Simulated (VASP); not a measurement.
# LiF (Fm-3m) in VASP: a series of runs

LiF is run at these levels: PBEsol; tasks: single point.

All numbers are computed with VASP 6.6.1; they aren't measurements. Logs are shortened: lines on timing, memory, paths and dates and some standing lists are left out, and cuts for length are marked.

### 1 The cell of the first run

It takes space group Fm-3m (No. 225, cubic). Conventional cell: a = 4.008 Å, b = 4.008 Å, c = 4.008 Å, α = 90.00°, β = 90.00°, γ = 90.00°. Li (site symmetry m-3m) has 6 F at 2.00 Å within 2.7 Å. F (site symmetry m-3m) has 6 Li at 2.00 Å within 2.7 Å.

### 2 Single point, PBEsol

Input file INCAR:

```
PREC = Accurate
ENCUT = 520
EDIFF = 1E-6
ISMEAR = 0
SIGMA = 0.01
LREAL = F
LASPH = T
NELM = 100
ALGO = Normal
ISIF = 2
LWAVE = F
LCHARG = F
GGA = PS
NBANDS = 12
```

Input file KPOINTS:

```
regular mesh
0
Gamma
  10 10 10
```

Input file POSCAR:

```
LiF
1.0
    0.0000000000      2.0039699822      2.0039699822
    2.0039699822      0.0000000000      2.0039699822
    2.0039699822      2.0039699822      0.0000000000
Li F
1 1
Direct
    0.0000000000      0.0000000000      0.0000000000
    0.5000000000      0.5000000000      0.5000000000
```

Potentials or basis: VASP PAW PBE potentials, release 64 (Li_sv, F).

On the command line:

```sh
> cat potpaw_PBE.64/Li_sv/POTCAR potpaw_PBE.64/F/POTCAR > POTCAR
> mpirun -np 1 vasp_std > vasp.out
```

OUTCAR:

```text
PREC = Accurate
   ENCUT = 520
   EDIFF = 1E-6
   ISMEAR = 0
   LREAL = F
   LASPH = T
   NELM = 100
   ISIF = 2
   GGA = PS

 ion  position               nearest neighbor table
   1  0.000  0.000  0.000-   2 2.00   2 2.00   2 2.00   2 2.00   2 2.00   2 2.00
   2  0.500  0.500  0.500-   1 2.00   1 2.00   1 2.00   1 2.00   1 2.00   1 2.00

  LATTYP: Found a face centered cubic cell.
 ALAT       =     4.0079399644

  Lattice vectors:

 A1 = (   0.0000000000,   2.0039699822,   2.0039699822)
 A2 = (   2.0039699822,   0.0000000000,   2.0039699822)
 A3 = (   2.0039699822,   2.0039699822,   0.0000000000)

Analysis of symmetry for initial positions (statically):
=====================================================================
 Subroutine PRICEL returns:
 Original cell was already a primitive cell.

 Routine SETGRP: Setting up the symmetry group for a
 face centered cubic supercell.

 Subroutine GETGRP returns: Found 48 space group operations
 (whereof 48 operations were pure point group operations)
 out of a pool of 48 trial point group operations.

The static configuration has the point symmetry O_h .

Analysis of symmetry for dynamics (positions and initial velocities):
=====================================================================
 Subroutine PRICEL returns:
 Original cell was already a primitive cell.

 Routine SETGRP: Setting up the symmetry group for a
 face centered cubic supercell.

 Subroutine GETGRP returns: Found 48 space group operations
 (whereof 48 operations were pure point group operations)
 out of a pool of 48 trial point group operations.

The dynamic configuration has the point symmetry O_h .

 Subroutine INISYM returns: Found 48 space group operations
 (whereof 48 operations are pure point group operations),
 and found     1 'primitive' translations

----------------------------------------------------------------------------------------

                                     Primitive cell

  volume of cell :      16.0955

  direct lattice vectors                    reciprocal lattice vectors
     0.000000000  2.003969982  2.003969982    -0.249504735  0.249504735  0.249504735
     2.003969982  0.000000000  2.003969982     0.249504735 -0.249504735  0.249504735
     2.003969982  2.003969982  0.000000000     0.249504735  0.249504735 -0.249504735

  length of vectors
     2.834041527  2.834041527  2.834041527     0.432154878  0.432154878  0.432154878

  position of ions in fractional coordinates (direct lattice)
[... 84 lines left out ...]
   NFREE  =      0    steps in history (QN), initial steepest desc. (CG)
   ISIF   =      2    stress and relaxation
   ISYM   =      2    0-nonsym 1-usesym 2-fastsym
   POTIM  = 0.5000    time-step for ionic-motion
   TEBEG  =    0.0;   TEEND  =   0.0 temperature during run
   PSTRESS=    0.0 pullay stress
   NELECT =      10.0000    total number of electrons
   NUPDOWN=      -1.0000    fix difference up-down
   EMIN   =  10.00;   EMAX   =-10.00  energy-range for DOS
   EFERMI =   0.00;   METHOD = LEGACY
   ISMEAR =     0;   SIGMA  =   0.01  broadening in eV -4-tet -1-fermi 0-gaus
   EFERMI_NEDOS =   21; number of points for ismear=-14 and -15
   IALGO  =     38    algorithm
   IMIX   =      4    mixing-type and parameters
     AMIX     =   0.40;   BMIX     =  1.00
     AMIX_MAG =   1.60;   BMIX_MAG =  1.00
  volume/ion in A,a.u.               =       8.05        54.31
  Fermi-wavevector in a.u.,A,eV,Ry     =   1.396927  2.639809 26.550466  1.951404
  Thomas-Fermi vector in A             =   2.520233
   LORBIT       =      0    0 simple, 1 ext, 2 COOP (PROOUT), +10 PAW based schemes
   GGA     = PS    functional components
   LHFCALC =     F    Hartree Fock is set to
   AEXX    =    0.0000 exact exchange contribution
   IVDW    =     0    specifies the selected vdW correction
   LEPSILON=     F    determine dielectric tensor
   LRPA    =     F    only Hartree local field effects (RPA)
 non-spin polarized calculation
 Gauss-broadening in eV      SIGMA  =   0.01
  energy-cutoff  :      520.00
  volume of cell :       16.10
 maximum number of plane-waves:       444
 NGX is ok and might be reduce to    24
   NGX = 11   NGY = 11   NGZ = 11

 number of electron      10.0000000 magnetization

 number of electron       9.9999994 magnetization

 Free energy of the ion-electron system (eV)
  ---------------------------------------------------
  ext. energy  EPLUGINS =         0.00000000
  ---------------------------------------------------
  free energy    TOTEN  =        -9.85226390 eV

  energy without entropy =       -9.85226390  energy(sigma->0) =       -9.85226390

 E-fermi :  -0.8786     XC(G=0): -10.2778

 val. band max:       -1.0172822962   @ k =   0.0000   0.0000   0.0000
 cond. band min:       8.0380179034   @ k =   0.0000   0.0000   0.0000
 fundamental gap:      9.0553001996
 Fermi energy:        -0.8786300987

 k-point     1 :       0.0000    0.0000    0.0000
  band No.  band energies     occupation
      1     -41.1933      2.00000
      2     -20.9219      2.00000
      3      -1.0173      2.00000
      4      -1.0173      2.00000
      5      -1.0173      2.00000
      6       8.0380      0.00000
      7      23.0038      0.00000
      8      23.0038      0.00000
      9      23.0039      0.00000
     10      23.2379      0.00000
     11      23.2379      0.00000
     12      23.2379      0.00000
[... 331 lines left out ...]
 k-point    24 :       0.4000    0.3000    0.0000
  band No.  band energies     occupation
      1     -41.1238      2.00000
      2     -20.3698      2.00000
      3      -3.4259      2.00000
      4      -1.9238      2.00000
      5      -1.8069      2.00000
      6      12.0346      0.00000
      7      15.6096      0.00000
      8      17.5469      0.00000
      9      19.1504      0.00000
     10      20.1964      0.00000
     11      33.1430      0.00000
     12      34.0105      0.00000

 [... further k-points ...]
[... 5 lines left out ...]
  --------------------------------------------------------------------------------------
  -------------------------------------------------------------------------------------
  Total       -0.0227664     -0.0227664     -0.0227664      0.0000000      0.0000000     -0.0000000
  in kB       -2.2662173     -2.2662173     -2.2662173      0.0000000      0.0000000     -0.0000000
  external PRESSURE =      -2.2662173 kB  Pullay stress =       0.0000000 kB

 VOLUME and BASIS-vectors are now :
 -----------------------------------------------------------------------------
  energy-cutoff  :      520.00
  volume of cell :       16.10
      direct lattice vectors                 reciprocal lattice vectors
     0.000000000  2.003969982  2.003969982    -0.249504735  0.249504735  0.249504735
     2.003969982  0.000000000  2.003969982     0.249504735 -0.249504735  0.249504735
     2.003969982  2.003969982  0.000000000     0.249504735  0.249504735 -0.249504735

 POSITION                                       TOTAL-FORCE (eV/Angst)
 -----------------------------------------------------------------------------------
      0.00000      0.00000      0.00000         0.000000      0.000000     -0.000000
      2.00397      2.00397      2.00397        -0.000000     -0.000000      0.000000
 -----------------------------------------------------------------------------------
    total drift:                               -0.000000     -0.000000      0.000000

  FREE ENERGIE OF THE ION-ELECTRON SYSTEM (eV)
  ---------------------------------------------------
  free  energy   TOTEN  =        -9.8522639009 eV

  energy  without entropy=       -9.8522639009  energy(sigma->0) =       -9.85226390
```

OSZICAR:

```text
N       E                     dE             d eps       ncg     rms          rms(c)
DAV:   1     0.333252294557E+02    0.33325E+02   -0.53592E+03  1168   0.844E+02
DAV:   2    -0.914147504524E+01   -0.42467E+02   -0.41628E+02  1352   0.193E+02
DAV:   3    -0.102667892529E+02   -0.11253E+01   -0.11224E+01  1480   0.268E+01
DAV:   4    -0.102779318092E+02   -0.11143E-01   -0.11142E-01  1296   0.293E+00
DAV:   5    -0.102780425301E+02   -0.11072E-03   -0.11072E-03  1456   0.207E-01    0.406E+00
DAV:   6    -0.985172266018E+01    0.42632E+00   -0.19860E+00  1252   0.872E+00    0.138E+00
DAV:   7    -0.984987592451E+01    0.18467E-02   -0.15222E-02  1540   0.111E+00    0.836E-01
DAV:   8    -0.985219037052E+01   -0.23144E-02   -0.11609E-02  1416   0.119E+00    0.104E-01
DAV:   9    -0.985221515158E+01   -0.24781E-04   -0.98523E-04  1312   0.278E-01    0.420E-02
DAV:  10    -0.985226350923E+01   -0.48358E-04   -0.96668E-05  1296   0.742E-02    0.927E-03
DAV:  11    -0.985226390089E+01   -0.39166E-06   -0.40990E-06  1444   0.202E-02
   1 F= -.98522639E+01 E0= -.98522639E+01  d E =-.546836E-88
```

Wall time 3.1 s (1 thread of Intel Xeon 6975P-C (Granite Rapids), shared host); peak memory 0.13 GiB.

Results:

```
Free energy            : -9.8523 eV
Band gap on the k mesh : 9.06 eV, direct
```

Levels at points of the mesh, in eV from the valence-band top:
| k point | band 2 | band 3 | band 4 | band 5 | band 6 | band 7 | band 8 | band 9 |
| --- | --- | --- | --- | --- | --- | --- | --- | --- |
| (0.00, 0.00, 0.00) | -19.90 | 0.00 | 0.00 | 0.00 | 9.06 | 24.02 | 24.02 | 24.02 |
| (0.50, 0.00, 0.00) | -19.45 | -2.60 | -0.24 | -0.24 | 10.65 | 16.73 | 18.86 | 18.86 |
| (0.50, 0.50, 0.00) | -19.17 | -3.13 | -1.04 | -1.04 | 14.77 | 16.26 | 17.51 | 20.26 |

Caveat: the cutoff is under 1.25 times the usual one of these potentials, so pressure, stress and relaxed cells hold a basis-set (Pulay) error; the PAW data sets were made with another functional, which shifts forces and pressure a little.

### 3 Single point, PBEsol

Input file INCAR:

```
  ALGO = Normal
  EDIFF = 1E-6
  ENCUT = 520
  GGA = PS
  ISIF = 2
  ISMEAR = 0
  LASPH = T
  LCHARG = F
  LREAL = F
  LWAVE = F
  NBANDS = 12
  NELM = 80
  PREC = Accurate
  SIGMA = 0.01
```

Input file KPOINTS:

```
k-points
0
Gamma
  12 12 12
```

POSCAR is that of step 2.

Potentials or basis: VASP PAW PBE potentials, release 64 (Li_sv, F).

On the command line:

```sh
> cat potpaw_PBE.64/Li_sv/POTCAR potpaw_PBE.64/F/POTCAR > POTCAR
> mpirun -np 1 vasp_std > vasp.out
```

Run time: 4.2 s. Hardware: 1 thread of Intel Xeon 6975P-C (Granite Rapids), shared host; peak memory 0.13 GiB.

It converged, with:

```yaml
Free_energy: -9.8523 eV
Band_gap_on_the_k_mesh: 9.06 eV, direct
```

Levels at points of the mesh, in eV from the valence-band top:
```
           k point  band 1  band 2  band 3  band 4  band 5  band 6  band 7  band 8  band 9  band 10
(0.00, 0.00, 0.00)  -40.18  -19.90    0.00    0.00    0.00    9.06   24.02   24.02   24.02    24.26
(0.50, 0.00, 0.00)  -40.11  -19.45   -2.60   -0.24   -0.24   10.65   16.73   18.86   18.86    30.46
(0.50, 0.50, 0.00)  -40.09  -19.17   -3.13   -1.04   -1.04   14.77   16.26   17.51   20.26    20.26
```

Caveat: the cutoff is under 1.25 times the usual one of these potentials, so pressure, stress and relaxed cells hold a basis-set (Pulay) error; the PAW data sets were made with another functional, which shifts forces and pressure a little. A hybrid or GW would open this gap; PBEsol tends to underestimate it.
